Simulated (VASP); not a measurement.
# GaP in VASP: a series of runs

The runs below take GaP through single point, with PBE.

Everything below comes from runs of VASP 6.6.1. Logs are shortened: lines on timing, memory, paths and dates and some standing lists are left out, and cuts for length are marked.

**What was measured.**

“Stacking defects in GaP nanowires: Electronic structure and optical properties”, 2018, arxiv:1810.01194 quotes, for a bulk crystal of GaP at 10 K: band gap 2.34 eV (indirect).

The results are compared with them further down.

### Step 1. The cell of the first run

It takes space group F-43m (No. 216, cubic). Conventional cell: a = 5.451 Å, b = 5.451 Å, c = 5.451 Å, α = 90.00°, β = 90.00°, γ = 90.00°. Within 3.1 Å of Ga (site symmetry -43m) lie 4 P at 2.36 Å. Within 3.1 Å of P (site symmetry -43m) lie 4 Ga at 2.36 Å.

### Step 2. Single point, PBE

The input, INCAR:

```
SYSTEM = GaP
  PREC = Accurate
  ENCUT = 500
  EDIFF = 1E-6
  ISMEAR = 0
  SIGMA = 0.02
  LREAL = .FALSE.
  LASPH = .TRUE.
  NELM = 120
  ALGO = Normal
  ISIF = 2
  LWAVE = .FALSE.
  LCHARG = .FALSE.
  GGA = PE
  NBANDS = 16
  GGA_COMPAT = .FALSE.
```

The input, KPOINTS:

```
regular mesh
0
G
  6 6 6
  0 0 0
```

The input, POSCAR:

```
GaP
1.0
    0.0000000000      2.7252500000      2.7252500000
    2.7252500000      0.0000000000      2.7252500000
    2.7252500000      2.7252500000      0.0000000000
Ga P
1 1
Direct
    0.0000000000      0.0000000000      0.0000000000
    0.2500000000      0.2500000000      0.2500000000
```

Potentials or basis: VASP PAW PBE potentials, release 64 (Ga_d, P).

On the command line:

```
cat potpaw_PBE.64/Ga_d/POTCAR potpaw_PBE.64/P/POTCAR > POTCAR
mpirun -np 1 vasp_std > vasp.out
```

OUTCAR:

```text
SYSTEM = GaP
   PREC = Accurate
   ENCUT = 500
   EDIFF = 1E-6
   ISMEAR = 0
   LREAL = .FALSE.
   LASPH = .TRUE.
   NELM = 120
   ISIF = 2
   GGA = PE

 ion  position               nearest neighbor table
   1  0.000  0.000  0.000-   2 2.36   2 2.36   2 2.36   2 2.36
   2  0.250  0.250  0.250-   1 2.36   1 2.36   1 2.36   1 2.36

  LATTYP: Found a face centered cubic cell.
 ALAT       =     5.4505000000

  Lattice vectors:

 A1 = (   0.0000000000,   2.7252500000,   2.7252500000)
 A2 = (   2.7252500000,   0.0000000000,   2.7252500000)
 A3 = (   2.7252500000,   2.7252500000,   0.0000000000)

Analysis of symmetry for initial positions (statically):
=====================================================================
 Subroutine PRICEL returns:
 Original cell was already a primitive cell.

 Routine SETGRP: Setting up the symmetry group for a
 face centered cubic supercell.

 Subroutine GETGRP returns: Found 24 space group operations
 (whereof 24 operations were pure point group operations)
 out of a pool of 48 trial point group operations.

The static configuration has the point symmetry T_d .

Analysis of symmetry for dynamics (positions and initial velocities):
=====================================================================
 Subroutine PRICEL returns:
 Original cell was already a primitive cell.

 Routine SETGRP: Setting up the symmetry group for a
 face centered cubic supercell.

 Subroutine GETGRP returns: Found 24 space group operations
 (whereof 24 operations were pure point group operations)
 out of a pool of 48 trial point group operations.

The dynamic configuration has the point symmetry T_d .

 Subroutine INISYM returns: Found 24 space group operations
 (whereof 24 operations are pure point group operations),
 and found     1 'primitive' translations

----------------------------------------------------------------------------------------

                                     Primitive cell

  volume of cell :      40.4808

  direct lattice vectors                    reciprocal lattice vectors
     0.000000000  2.725250000  2.725250000    -0.183469406  0.183469406  0.183469406
     2.725250000  0.000000000  2.725250000     0.183469406 -0.183469406  0.183469406
     2.725250000  2.725250000  0.000000000     0.183469406  0.183469406 -0.183469406

  length of vectors
     3.854085511  3.854085511  3.854085511     0.317778334  0.317778334  0.317778334

  position of ions in fractional coordinates (direct lattice)
     0.000000000  0.000000000  0.000000000
     0.250000000  0.250000000  0.250000000

  ion indices of the primitive-cell ions
   primitive index   ion index
                 1           1
                 2           2

----------------------------------------------------------------------------------------

 KPOINTS: regular mesh

Automatic generation of k-mesh.
 Grid dimensions read from file:
 generate k-points for:    6    6    6

 Generating k-lattice:

  Cartesian coordinates                     Fractional coordinates (reciprocal lattice)
    -0.030578234  0.030578234  0.030578234     0.166666667  0.000000000  0.000000000
     0.030578234 -0.030578234  0.030578234     0.000000000  0.166666667  0.000000000
     0.030578234  0.030578234 -0.030578234     0.000000000  0.000000000  0.166666667

  Length of vectors
     0.052963056  0.052963056  0.052963056

  Shift w.r.t. Gamma in fractional coordinates (k-lattice)
     0.000000000  0.000000000  0.000000000

 Subroutine IBZKPT returns following result:
 ===========================================

 Found     16 irreducible k-points:

 Following reciprocal coordinates:
            Coordinates               Weight
  0.000000  0.000000  0.000000      1.000000
  0.166667  0.000000  0.000000      8.000000
  0.333333  0.000000  0.000000      8.000000
  0.500000  0.000000  0.000000      4.000000
  0.166667  0.166667  0.000000      6.000000
  0.333333  0.166667  0.000000     24.000000
[... 8 lines left out ...]
 -0.333333  0.333333  0.166667     24.000000
 -0.333333  0.500000  0.166667     12.000000
   k-points           NKPTS =     16   k-points in BZ     NKDIM =     16   number of bands    NBANDS=     16
   number of dos      NEDOS =    301   number of ions     NIONS =      2
   total plane-waves  NPLWV =  21952
   dimension x,y,z NGX =    28 NGY =   28 NGZ =   28
   dimension x,y,z NGXF=    56 NGYF=   56 NGZF=   56
   ions per type =               1   1
   NGX,Y,Z   is equivalent  to a cutoff of  12.08, 12.08, 12.08 a.u.
   NGXF,Y,Z  is equivalent  to a cutoff of  24.16, 24.16, 24.16 a.u.
 SYSTEM =  GaP
   PREC   = accura    normal or accurate (medium, high low for compatibility)
   ISTART =      0    job   : 0-new  1-cont  2-samecut
   ICHARG =      2    charge: 1-file 2-atom 10-const
   ISPIN  =      1    spin polarized calculation?
   LNONCOLLINEAR =      F non collinear calculations
   LSORBIT =      F    spin-orbit coupling
   LASPH  =      T    aspherical Exc in radial PAW
   ENCUT  =  500.0 eV  36.75 Ry    6.06 a.u.   7.03  7.03  7.03*2*pi/ulx,y,z
   NELM   =    120;   NELMIN=  2; NELMDL= -5     # of ELM steps
   EDIFF  = 0.1E-05   stopping-criterion for ELM
   LREAL  =      F    real-space projection
   EDIFFG = 0.1E-04   stopping-criterion for IOM
   NSW    =      0    number of steps for IOM
   IBRION =     -1    ionic relax: 0-MD 1-quasi-New 2-CG
   NFREE  =      0    steps in history (QN), initial steepest desc. (CG)
   ISIF   =      2    stress and relaxation
   ISYM   =      2    0-nonsym 1-usesym 2-fastsym
   POTIM  = 0.5000    time-step for ionic-motion
   TEBEG  =    0.0;   TEEND  =   0.0 temperature during run
   PSTRESS=    0.0 pullay stress
   NELECT =      18.0000    total number of electrons
   NUPDOWN=      -1.0000    fix difference up-down
   EMIN   =  10.00;   EMAX   =-10.00  energy-range for DOS
   EFERMI =   0.00;   METHOD = LEGACY
   ISMEAR =     0;   SIGMA  =   0.02  broadening in eV -4-tet -1-fermi 0-gaus
   EFERMI_NEDOS =   21; number of points for ismear=-14 and -15
   IALGO  =     38    algorithm
   IMIX   =      4    mixing-type and parameters
     AMIX     =   0.40;   BMIX     =  1.00
     AMIX_MAG =   1.60;   BMIX_MAG =  1.00
  volume/ion in A,a.u.               =      20.24       136.59
  Fermi-wavevector in a.u.,A,eV,Ry     =   1.249538  2.361284 21.243377  1.561344
  Thomas-Fermi vector in A             =   2.383574
   LORBIT       =      0    0 simple, 1 ext, 2 COOP (PROOUT), +10 PAW based schemes
   GGA     = PE    functional components
   LHFCALC =     F    Hartree Fock is set to
   AEXX    =    0.0000 exact exchange contribution
   IVDW    =     0    specifies the selected vdW correction
   LEPSILON=     F    determine dielectric tensor
   LRPA    =     F    only Hartree local field effects (RPA)
 non-spin polarized calculation
 Gauss-broadening in eV      SIGMA  =   0.02
  energy-cutoff  :      500.00
  volume of cell :       40.48
 maximum number of plane-waves:      1056
   NGX = 13   NGY = 13   NGZ = 13

 number of electron      18.0000016 magnetization

 Free energy of the ion-electron system (eV)
  ---------------------------------------------------
  ext. energy  EPLUGINS =         0.00000000
  ---------------------------------------------------
  free energy    TOTEN  =        -9.10227132 eV

  energy without entropy =       -9.10227132  energy(sigma->0) =       -9.10227132

 E-fermi :   4.7666     XC(G=0):  -9.8301

 val. band max:        4.6587766139   @ k =   0.0000   0.0000   0.0000
 cond. band min:       6.3097571075   @ k =   0.5000   0.5000   0.0000
 fundamental gap:      1.6509804936
 Fermi energy:         4.7665717243

 k-point     1 :       0.0000    0.0000    0.0000
  band No.  band energies     occupation
      1      -9.8992      2.00000
      2      -9.8992      2.00000
      3      -9.8992      2.00000
      4      -9.7997      2.00000
      5      -9.7997      2.00000
      6      -7.8342      2.00000
[... 8 lines left out ...]
     15      14.4429      0.00000
     16      14.4429      0.00000

 k-point     2 :       0.1667    0.0000    0.0000
  band No.  band energies     occupation
      1      -9.9220      2.00000
      2      -9.8914      2.00000
      3      -9.8914      2.00000
      4      -9.7996      2.00000
      5      -9.7996      2.00000
      6      -7.4781      2.00000
[... 8 lines left out ...]
     15      13.6239      0.00000
     16      14.7136      0.00000

 k-point     3 :       0.3333    0.0000    0.0000
  band No.  band energies     occupation
      1      -9.9623      2.00000
      2      -9.8788      2.00000
      3      -9.8788      2.00000
      4      -9.7961      2.00000
      5      -9.7961      2.00000
      6      -6.5308      2.00000
[... 8 lines left out ...]
     15      14.3034      0.00000
     16      14.3582      0.00000

 k-point     4 :       0.5000    0.0000    0.0000
  band No.  band energies     occupation
      1      -9.9805      2.00000
      2      -9.8745      2.00000
      3      -9.8745      2.00000
      4      -9.7923      2.00000
      5      -9.7923      2.00000
      6      -5.7675      2.00000
[... 8 lines left out ...]
     15      16.3436      0.00000
     16      16.3436      0.00000
[... 172 lines left out ...]
 k-point    14 :       0.5000    0.3333    0.1667
  band No.  band energies     occupation
      1      -9.9857      2.00000
      2      -9.8649      2.00000
      3      -9.8538      2.00000
      4      -9.8138      2.00000
      5      -9.7888      2.00000
      6      -5.7549      2.00000
[... 8 lines left out ...]
     15      16.4780      0.00000
     16      17.9280      0.00000

 k-point    15 :      -0.3333    0.3333    0.1667
  band No.  band energies     occupation
      1      -9.9918      2.00000
      2      -9.8648      2.00000
      3      -9.8471      2.00000
      4      -9.8104      2.00000
      5      -9.7920      2.00000
      6      -5.1027      2.00000
[... 8 lines left out ...]
     15      17.1315      0.00000
     16      17.4370      0.00000

 k-point    16 :      -0.3333    0.5000    0.1667
  band No.  band energies     occupation
      1     -10.0027      2.00000
      2      -9.8535      2.00000
      3      -9.8391      2.00000
      4      -9.8202      2.00000
      5      -9.7865      2.00000
      6      -4.7986      2.00000
[... 8 lines left out ...]
     15      16.5627      0.00000
     16      18.2634      0.00000

------------------------ aborting loop because EDIFF is reached ----------------------------------------

  FORCE on cell =-STRESS in cart. coord.  units (eV):
  Direction    XX          YY          ZZ          XY          YZ          ZX
  --------------------------------------------------------------------------------------
  -------------------------------------------------------------------------------------
  Total        0.6165501      0.6165501      0.6165501      0.0000000      0.0000000      0.0000000
  in kB       24.4022531     24.4022531     24.4022531      0.0000000      0.0000000      0.0000000
  external PRESSURE =      24.4022531 kB  Pullay stress =       0.0000000 kB

 VOLUME and BASIS-vectors are now :
 -----------------------------------------------------------------------------
  energy-cutoff  :      500.00
  volume of cell :       40.48
      direct lattice vectors                 reciprocal lattice vectors
     0.000000000  2.725250000  2.725250000    -0.183469406  0.183469406  0.183469406
     2.725250000  0.000000000  2.725250000     0.183469406 -0.183469406  0.183469406
     2.725250000  2.725250000  0.000000000     0.183469406  0.183469406 -0.183469406

 POSITION                                       TOTAL-FORCE (eV/Angst)
 -----------------------------------------------------------------------------------
      0.00000      0.00000      0.00000         0.000000      0.000000     -0.000000
      1.36262      1.36262      1.36262        -0.000000     -0.000000      0.000000
 -----------------------------------------------------------------------------------
    total drift:                                0.000001      0.000001      0.000001

  FREE ENERGIE OF THE ION-ELECTRON SYSTEM (eV)
  ---------------------------------------------------
  free  energy   TOTEN  =        -9.1022713153 eV

  energy  without entropy=       -9.1022713153  energy(sigma->0) =       -9.10227132
```

It took 21 s on 1 thread of Intel Xeon 8259CL, shared host; peak memory 0.15 GiB.

What came out:

```
Free energy            : -9.1023 eV
Pressure               : 2.4 GPa
Band gap on the k mesh : 1.65 eV, indirect (least direct gap 1.82 eV)
```

Levels at points of the mesh, in eV from the valence-band top:
| k point | band 6 | band 7 | band 8 | band 9 | band 10 | band 11 | band 12 | band 13 |
| --- | --- | --- | --- | --- | --- | --- | --- | --- |
| (0.00, 0.00, 0.00) | -12.49 | 0.00 | 0.00 | 0.00 | 1.82 | 3.89 | 3.89 | 3.89 |
| (0.50, 0.00, 0.00) | -10.43 | -6.63 | -1.12 | -1.12 | 1.67 | 4.72 | 4.72 | 8.28 |
| (0.50, 0.50, 0.00) | -9.53 | -6.76 | -2.68 | -2.68 | 1.65 | 1.82 | 10.59 | 10.59 |

### Step 3. Single point, PBE

This run uses another cell than the first one, of 19.84 Å³/atom, 0.980 times its volume.

The input, INCAR:

```
SYSTEM = GaP
ALGO     = Normal         ! electronic algorithm
EDIFF    = 1E-6           ! SCF threshold, eV
ENCUT    = 500            ! plane-wave cutoff, eV
GGA      = PE             ! functional
GGA_COMPAT= .False.      
ISIF     = 2              ! what is computed and relaxed
ISMEAR   = 0              ! smearing method
LASPH    = .True.         ! aspherical terms in the spheres
LCHARG   = .False.        ! write CHGCAR
LREAL    = .False.        ! projectors in reciprocal space
LWAVE    = .False.        ! write WAVECAR
NBANDS   = 16             ! bands
NELM     = 120            ! most SCF steps
PREC     = Accurate       ! precision mode
SIGMA    = 0.02           ! smearing width, eV
```

The input, KPOINTS:

```
k-points
0
Gamma
  6 6 6
  0 0 0
```

The input, POSCAR:

```
GaP
1.0
    0.0000000000      2.6979975000      2.7252500000
    2.6979975000      0.0000000000      2.7252500000
    2.6979975000      2.6979975000      0.0000000000
Ga P
1 1
Direct
    0.0000000000      0.0000000000      0.0000000000
    0.2500000000      0.2500000000      0.2500000000
```

Potentials or basis: VASP PAW PBE potentials, release 64 (Ga_d, P).

On the command line:

```
cat potpaw_PBE.64/Ga_d/POTCAR potpaw_PBE.64/P/POTCAR > POTCAR
mpirun -np 1 vasp_std > vasp.out
```

Wall time 45 s (1 thread of Intel Xeon 8259CL, shared host); peak memory 0.16 GiB.

The run converged. Its results:

```
Free energy            : -9.0844 eV
Pressure               : 4.3 GPa
Band gap on the k mesh : 1.57 eV, indirect (least direct gap 1.97 eV)
```

Stress tensor (GPa, compression positive):
```
4.53 0.00 0.00
0.00 4.53 0.00
0.00 0.00 3.77
```

Levels at points of the mesh, in eV from the valence-band top:
```
           k point  band 7  band 8  band 9  band 10  band 11  band 12
(0.00, 0.00, 0.00)   -0.06    0.00    0.00     1.97     3.85     3.85
(0.50, 0.00, 0.00)   -6.77   -1.21   -1.12     1.71     4.66     4.73
(0.50, 0.50, 0.00)   -6.92   -2.73   -2.73     1.64     1.84    10.73
(0.50, 0.00, 0.50)   -6.85   -2.80   -2.79     1.57     1.75    10.71
```

A k mesh can miss the band edges.

### Step 4. Single point, PBE

This run uses another cell than the first one, of 19.97 Å³/atom, 0.987 times its volume.

The input, INCAR:

```
SYSTEM = GaP
  PREC = Accurate
  ENCUT = 500
  EDIFF = 1E-6
  ISMEAR = 0
  SIGMA = 0.02
  LREAL = .FALSE.
  LASPH = .TRUE.
  NELM = 120
  ALGO = Normal
  ISIF = 2
  LWAVE = .FALSE.
  LCHARG = .FALSE.
  GGA = PE
  NBANDS = 16
  GGA_COMPAT = .FALSE.
```

The input, KPOINTS:

```
Automatic mesh
0
G
  6 6 6
  0 0 0
```

The input, POSCAR:

```
GaP
1.0
    0.0000000000      2.7070816667      2.7252500000
    2.7070816667      0.0000000000      2.7252500000
    2.7070816667      2.7070816667      0.0000000000
Ga P
1 1
Direct
    0.0000000000      0.0000000000      0.0000000000
    0.2500000000      0.2500000000      0.2500000000
```

On the command line:

```
cat potpaw_PBE.64/Ga_d/POTCAR potpaw_PBE.64/P/POTCAR > POTCAR
mpirun -np 1 vasp_std > vasp.out
```

Run time: 46 s. Hardware: 1 thread of Intel Xeon 8259CL, shared host; peak memory 0.16 GiB.

Results (log left out):

```
Free energy            : -9.0915 eV
Pressure               : 3.6 GPa
Band gap on the k mesh : 1.59 eV, indirect (least direct gap 1.92 eV)
```

Stress tensor (GPa, compression positive):
```
3.81 0.00 0.00
0.00 3.81 0.00
0.00 0.00 3.31
```

Levels at points of the mesh, in eV from the valence-band top:
```tsv
k point	band 6	band 7	band 8	band 9	band 10	band 11	band 12	band 13
(0.00, 0.00, 0.00)	-12.61	-0.04	0.00	0.00	1.92	3.86	3.86	3.88
(0.50, 0.00, 0.00)	-10.50	-6.72	-1.18	-1.12	1.70	4.68	4.73	8.30
(0.50, 0.50, 0.00)	-9.60	-6.86	-2.71	-2.71	1.64	1.84	10.68	10.68
(0.50, 0.00, 0.50)	-9.57	-6.82	-2.76	-2.76	1.59	1.77	10.67	10.68
```

A k mesh can miss the band edges. PBE gaps usually lie below the measured ones, often by a third to a half.

### Step 5. Single point, PBE

This run uses another cell than the first one, of 20.11 Å³/atom, 0.993 times its volume.

The input, INCAR:

```
SYSTEM = GaP
PREC = Accurate
ENCUT = 500
EDIFF = 1E-6
ISMEAR = 0
SIGMA = 0.02
LREAL = .False.
LASPH = .True.
NELM = 120
ALGO = Normal
ISIF = 2
LWAVE = .False.
LCHARG = .False.
GGA = PE
NBANDS = 16
GGA_COMPAT = .False.
```

The input, KPOINTS:

```
Automatic mesh
0
Gamma
  6 6 6
  0 0 0
```

The input, POSCAR:

```
GaP
1.0
    0.0000000000      2.7161658333      2.7252500000
    2.7161658333      0.0000000000      2.7252500000
    2.7161658333      2.7161658333      0.0000000000
Ga P
1 1
Direct
    0.0000000000      0.0000000000      0.0000000000
    0.2500000000      0.2500000000      0.2500000000
```

On the command line:

```
cat potpaw_PBE.64/Ga_d/POTCAR potpaw_PBE.64/P/POTCAR > POTCAR
mpirun -np 1 vasp_std > vasp.out
```

It took 42 s on 1 thread of Intel Xeon 8259CL, shared host; peak memory 0.16 GiB.

Results (log left out):

| Item | Value |
| --- | --- |
| Free energy | -9.0975 eV |
| Pressure | 3.0 GPa |
| Band gap on the k mesh | 1.62 eV, indirect (least direct gap 1.87 eV) |

Stress tensor (GPa, compression positive):
```
3.12 0.00 0.00
0.00 3.12 0.00
0.00 0.00 2.87
```

Levels at points of the mesh, in eV from the valence-band top:
| k point | band 7 | band 8 | band 9 | band 10 | band 11 | band 12 |
| --- | --- | --- | --- | --- | --- | --- |
| (0.00, 0.00, 0.00) | -0.02 | 0.00 | 0.00 | 1.87 | 3.87 | 3.87 |
| (0.50, 0.00, 0.00) | -6.68 | -1.15 | -1.12 | 1.68 | 4.70 | 4.72 |
| (0.50, 0.50, 0.00) | -6.81 | -2.70 | -2.70 | 1.65 | 1.83 | 10.64 |
| (0.50, 0.00, 0.50) | -6.79 | -2.72 | -2.72 | 1.62 | 1.80 | 10.64 |

[end of part 1 of 2]
